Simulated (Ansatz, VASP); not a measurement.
## One calculation of Sb, two programs

INCAR

```
SYSTEM = Sb
PREC = Accurate
ENCUT = 600
EDIFF = 1E-6
ISMEAR = -1
SIGMA = 0.05
LREAL = .FALSE.
LASPH = .TRUE.
NELM = 80
ALGO = Normal
ISIF = 3
LWAVE = .FALSE.
LCHARG = .FALSE.
GGA = B5
ALDAX = 1.0
AGGAX = 1.0
AGGAC = 1.0
ALDAC = 0.0
IBRION = 2
NSW = 60
EDIFFG = -0.01
```

The input KPOINTS:

```
Automatic mesh
0
G
  12 12 12
  0 0 0
```

File POSCAR:

```
Sb
1.0
   -1.5765401831      1.5765401831      2.7119384313
    1.5765401831     -1.5765401831      2.7119384313
    1.5765401831      1.5765401831     -2.7119384313
Sb
1
Direct
    0.0000000000      0.0000000000      0.0000000000
```

input.yaml

```yaml
crystal:
  lattice:
    - [-1.5765401831, 1.5765401831, 2.7119384313]
    - [1.5765401831, -1.5765401831, 2.7119384313]
    - [1.5765401831, 1.5765401831, -2.7119384313]
  atoms:
    - { symbol: Sb, position: [0.0, 0.0, 0.0] }
hamiltonian:
  xc: blyp
  pseudopotentials: { kind: paw }
kpoints:
  mp_grid: { grid: [12, 12, 12] }
scf:
  occupations: { method: fermi_dirac, width: 0.05 }
output:
  forces: true
  stress: true
  eigenvalues: true
relax:
  f_tol: 0.01
  max_steps: 40
  cell: { stress_tol: 0.05 }
```

Alike in both runs: task relaxation of cell and atoms; functional BLYP; k mesh 12 × 12 × 12; occupations fermi-dirac, width 0.05 eV; no spin polarisation.

|  | VASP | Ansatz |
| --- | --- | --- |
| version | VASP 6.6.1 | Ansatz 0.2.0 |
| potentials or method | VASP PAW PBE potentials, release 64 (Sb) | Ansatz PAW |
| plane-wave cutoff (eV) | 600 | 420 |
| valence electrons in the cell | 5 | 15 |

|  | VASP | Ansatz | Ansatz less VASP |
| --- | --- | --- | --- |
| gap on the k mesh at the Fermi level, each at its own relaxed structure (eV) | none | none | - |
| relaxed volume (Å³/atom) | 32.44 | 32.30 | -0.141 |
| relaxed cell length with the largest relative difference (Å) | 3.949 | 3.941 | -0.0081 |

VASP's potentials were made for PBE, not for BLYP. A gap of «none» marks a metal or a gap that the smearing closes. VASP's potentials hold 5 valence electrons a cell and Ansatz's 15, so a difference there can come from the potentials and not from the codes.

Spin-orbit coupling is off throughout. Noted on VASP's run: the volume moved by over 15 % at a fixed basis, so the end points are rough. Noted on Ansatz's run: the volume moved by over 15 % at a fixed basis, so the end points are rough; the plane-wave basis is chosen anew once the cell has moved, so the energies of steps on either side of that aren't comparable.
